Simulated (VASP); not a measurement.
# MgO (rocksalt type): relaxation of cell and atoms with PBE

The system is MgO (rocksalt type).

```
Mg O
1.0
     0.00000    2.15443    2.15443
     2.15443    0.00000    2.15443
     2.15443    2.15443    0.00000
Mg O
1 1
Direct
  0.00000 0.00000 0.00000
  0.50000 0.50000 0.50000
```

- Program: VASP 6.6.1
- Task: relaxation of cell and atoms
- Functional: PBE
- Potentials or basis: VASP PAW PBE potentials, release 64 (Mg, O)
- Cutoff: 600 eV
- k mesh: 16 × 16 × 16
- Occupations: fermi-dirac, width 0.08 eV
- Spin: no spin polarisation
- Dipole correction: no
- Further INCAR settings: ALGO = Normal; EDIFF = 1e-06; IBRION = 2; EDIFFG = -0.005; NSW = 60; ISIF = 3

```json
{
 "Relaxed volume": "9.56 Å³/atom",
 "Relaxed cell": "a = 3.001 Å, b = 3.001 Å, c = 3.001 Å, α = 60.00°, β = 60.00°, γ = 60.00°",
 "Space group after relaxing (to 0.1 Å)": "Fm-3m (No. 225)",
 "Energy gained by relaxing": "9.0 meV/atom",
 "Ionic steps": "3",
 "Pressure after relaxing": "0.0 GPa",
 "Band gap on the k mesh": "4.51 eV"
}
```

Step by step:
```tsv
step	energy change (eV)	largest force (eV/Å)	pressure (GPa)	volume (Å³)
1	0.0000	0.0000	-6.30	20.00
2	-0.0167	0.0000	1.89	18.88
3	-0.0180	0.0000	0.00	19.11
```

Final structure:
```
CELL_PARAMETERS angstrom
0.00000 2.12213 2.12213
2.12213 0.00000 2.12213
2.12213 2.12213 0.00000
ATOMIC_POSITIONS crystal
Mg 0.00000 0.00000 0.00000
O 0.50000 0.50000 0.50000
```

Levels at points of the mesh, in eV from the valence-band top:
```
           k point  band 1  band 2  band 3  band 4  band 5  band 6  band 7  band 8
(0.00, 0.00, 0.00)  -17.15    0.00    0.00    0.00    4.51   15.67   15.67   15.67
(0.50, 0.00, 0.00)  -15.92   -4.52   -0.63   -0.63    7.75   12.35   16.08   16.08
(0.50, 0.50, 0.00)  -15.67   -3.99   -1.32   -1.32    9.09    9.72   12.86   18.63
```

Run time: 41 s on 1 thread of Intel Xeon 8259CL, with other jobs on the host, peak memory 0.17 GiB.

A k mesh can miss the band edges.
